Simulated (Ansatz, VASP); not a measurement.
# ScSbTe4 in VASP and in Ansatz

The input INCAR:

```
  PREC = Accurate
  ENCUT = 600
  EDIFF = 1E-6
  ISMEAR = 0
  SIGMA = 0.1
  LREAL = F
  LASPH = T
  NELM = 100
  ALGO = Normal
  ISIF = 3
  LWAVE = F
  LCHARG = F
  GGA = PE
  IBRION = 2
  NSW = 90
  EDIFFG = -0.04
```

KPOINTS

```
regular mesh
0
Gamma
  4 4 4
```

Contents of POSCAR:

```
ScSbTe4
1.0
    4.7693184100      0.0000000000      0.0000000000
    0.0000000000      4.7693184100      0.0000000000
    0.0000000000      0.0000000000      6.8635460200
Sc Sb Te
1 1 4
Direct
    0.5000000000      0.5000000000      0.5000000000
    0.0000000000      0.0000000000      0.0000000000
    0.5000000000      0.0000000000      0.7327468400
    0.0000000000      0.5000000000      0.2672531600
    0.5000000000      0.0000000000      0.2672531600
    0.0000000000      0.5000000000      0.7327468400
```

Input for Ansatz:

```yaml
crystal:
  lattice:
    - [4.76931841, 0.0, 0.0]
    - [0.0, 4.76931841, 0.0]
    - [0.0, 0.0, 6.86354602]
  atoms:
    - { symbol: Sc, position: [0.5, 0.5, 0.5] }
    - { symbol: Sb, position: [0.0, 0.0, 0.0] }
    - { symbol: Te, position: [0.5, 0.0, 0.73274684] }
    - { symbol: Te, position: [0.0, 0.5, 0.26725316] }
    - { symbol: Te, position: [0.5, 0.0, 0.26725316] }
    - { symbol: Te, position: [0.0, 0.5, 0.73274684] }
basis:
  ecutwfc: 420
kpoints:
  mp_grid: { grid: [4, 4, 4] }
hamiltonian:
  xc: pbe
scf:
  occupations: { method: gaussian, width: 0.1 }
  lower_state_search: "off"
output:
  forces: true
  stress: true
  eigenvalues: true
relax:
  adjacent_minimum: "off"
  f_tol: 0.04
  max_steps: 70
  cell: { stress_tol: 0.4 }
```

Change from the starting cell: species swapped into the NaHoF4 type (P4/mmm, No. 123).

Alike in both runs: task relaxation of cell and atoms; functional PBE; k mesh 4 × 4 × 4; occupations gaussian, width 0.1 eV; no spin polarisation.

|  | VASP | Ansatz |
| --- | --- | --- |
| version | VASP 6.6.1 | Ansatz 0.2.0 |
| potentials or method | VASP PAW PBE potentials, release 64 (Sc_sv, Sb, Te), cutoff 600 eV | scalar-relativistic, plane waves, PAW |
| valence electrons in the cell | 40 | 90 |

|  | VASP | Ansatz | Ansatz less VASP |
| --- | --- | --- | --- |
| gap on the k mesh at the Fermi level, each at its own relaxed structure (eV) | none | none | - |
| relaxed volume (Å³/atom) | 31.77 | 31.81 | +0.043 |
| relaxed cell length with the largest relative difference (Å) | 5.082 | 5.086 | +0.0042 |

A gap of «none» marks a metal or a gap that the smearing closes. VASP's potentials hold 40 valence electrons a cell and Ansatz's 90, so a difference there can come from the potentials and not from the codes.

Neither program's run includes spin-orbit coupling. Noted on VASP's run: the volume moved by over 15 % at a fixed basis, so the end points are rough.
